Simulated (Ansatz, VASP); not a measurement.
**TaAs: VASP beside Ansatz**

```
CELL_PARAMETERS angstrom
-1.71479 1.71479 5.79075
1.71479 -1.71479 5.79075
1.71479 1.71479 -5.79075
ATOMIC_POSITIONS crystal
Ta 0.50031 0.00031 0.50000
Ta 0.75031 0.75031 0.00000
As 0.08229 0.58229 0.50000
As 0.33229 0.33229 0.00000
```

Alike in both runs: functional PBEsol; k mesh 18 × 18 × 18; occupations fermi-dirac, width 0.15 eV; no spin polarisation.

Ansatz relaxed the structure, and its values are those at the end. VASP's run is a single point on that final structure, the one shown.

```csv
,VASP,Ansatz
version,VASP 6.6.1,Ansatz 0.2.0
potentials or method,"VASP PAW PBE potentials, release 64 (Ta_pv, As), cutoff 520 eV","scalar-relativistic, plane waves, PAW"
valence electrons in the cell,32,56
```

Ansatz gave:

| Property | Result |
| --- | --- |
| gap on the k mesh at the Fermi level (eV) | none |
| pressure (GPa) | 0.0 |

**Question.** Estimate VASP's values.

**Answer.** gap on the k mesh at the Fermi level (eV): none; pressure (GPa): 0.7.

VASP's potentials were made for PBE, not for PBEsol. A gap of «none» marks a metal or a gap that the smearing closes. VASP's potentials hold 32 valence electrons a cell and Ansatz's 56, so a difference there can come from the potentials and not from the codes.

Spin-orbit coupling is off throughout.
